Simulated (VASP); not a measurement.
HfO2: single point with pbe exchange, lda correlation

Crystal: HfO2.

```
Hf O
1.0
     0.00000    2.37417    2.37417
     2.37417    0.00000    2.37417
     2.37417    2.37417    0.00000
Hf O
1 2
Direct
  0.00000 0.00000 0.00000
  0.75000 0.75000 0.75000
  0.25000 0.25000 0.25000
```

```
Program             : VASP 6.6.1
Task                : single point
Functional          : pbe exchange, lda correlation
Potentials or basis : VASP PAW PBE potentials, release 64 (Hf_pv, O)
Cutoff              : 600 eV
k mesh              : 9 × 9 × 9
Occupations         : gaussian, width 0.01 eV
Spin                : no spin polarisation
```

| Quantity | Value |
| --- | --- |
| Pressure | 92.5 GPa |
| Band gap on the k mesh | 4.53 eV (least direct gap 4.87 eV) |

Levels at points of the mesh, in eV from the valence-band top:
```
           k point  band 7  band 8  band 9  band 10  band 11  band 12  band 13  band 14  band 15  band 16
(0.00, 0.00, 0.00)   -6.48   -6.48   -0.62    -0.62    -0.62     4.53     4.53     8.15    13.12    13.12
```

It took 30 s on 1 thread of AMD EPYC 7R43 64-Core Processor (Zen 3), on a shared host, peak memory 0.14 GiB.

Caveat: the cell stands under pressure; the PAW data sets were made with another functional, which shifts forces and pressure a little; spin-orbit coupling is left out, which moves the levels of the heavy elements; an odd mesh through Γ misses points on the zone boundary, where band edges can lie.
